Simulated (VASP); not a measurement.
Here is a VASP 6.6.1 calculation.

Contents of INCAR:

```
  ALGO = Fast
  EDIFF = 1E-6
  ENCUT = 520
  GGA = PE
  ISIF = 2
  ISMEAR = 0
  LASPH = T
  LCHARG = F
  LREAL = F
  LWAVE = F
  NBANDS = 34
  NELM = 80
  PREC = Accurate
  SIGMA = 0.1
```

The input KPOINTS:

```
k-points
0
Gamma
  12 12 4
```

File POSCAR:

```
In2SnTe2
1.0
    4.4738332290      0.0000000000      0.0000000000
   -2.2369166145      3.8744532286      0.0000000000
    0.0000000000      0.0000000000      9.8097849701
In Sn Te
2 1 2
Direct
    0.6666666667      0.3333333333      0.6196559060
    0.3333333333      0.6666666667      0.3803440940
    0.0000000000      0.0000000000      0.0000000000
    0.6666666667      0.3333333333      0.1910439739
    0.3333333333      0.6666666667      0.8089560261
```

Potentials or basis: VASP PAW PBE potentials, release 64 (In_d, Sn_d, Te).

Command:

```sh
$ cat potpaw_PBE.64/In_d/POTCAR potpaw_PBE.64/Sn_d/POTCAR potpaw_PBE.64/Te/POTCAR > POTCAR
$ mpirun -np 1 vasp_std > vasp.out
```

Task: What does it give for the band gap on the k mesh?

Result: Zero (bands 26 and 27 overlap by 0.86 eV).

Task: What does it give for the pressure?

Result: 0.1 GPa.

Forces in eV/Å, atoms in the order of the input:
```
In   0.000  0.000 -0.001
In   0.000  0.000  0.001
Sn   0.000  0.000  0.000
Te   0.000  0.000  0.003
Te   0.000  0.000 -0.003
```

Caveat: spin-orbit coupling is left out, which moves the levels of the heavy elements.
